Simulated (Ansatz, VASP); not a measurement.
# Two plane-wave programs on BiB

```
B Bi
1.0
     3.82653    0.00000    0.00000
    -1.91326    3.31387    0.00000
     0.00000    0.00000    6.31104
B Bi
2 2
Direct
  0.33333 0.66667 0.00024
  0.66667 0.33333 0.50024
  0.33333 0.66667 0.37476
  0.66667 0.33333 0.87476
```

Alike in both runs: task single point; functional r2SCAN; k mesh 6 × 6 × 4; occupations fermi-dirac, width 0.02 eV; no spin polarisation.

|  | VASP | Ansatz |
| --- | --- | --- |
| version | VASP 6.6.1 | Ansatz 0.2.0 |
| potentials or method | VASP PAW PBE potentials, release 64 (B, Bi_d) | plane waves, PAW |
| plane-wave cutoff (eV) | 520 | 500 |
| valence electrons in the cell | 36 | 36 |

```tsv
	VASP	Ansatz	Ansatz less VASP
pressure (GPa)	2.5	2.5	+0.04
traceless stress, the component that is largest in VASP (GPa)	-0.11	-0.12	-0.007
rms of the force components (eV/Å)	0.006	0.006	+0.0005
```

VASP's potentials were made for PBE, not for r2SCAN. Atom by atom the forces differ by 0.000 eV/Å (rms over components). The functional is the same, so the differences come from potentials, cutoffs and numerics.

Neither program's run includes spin-orbit coupling.
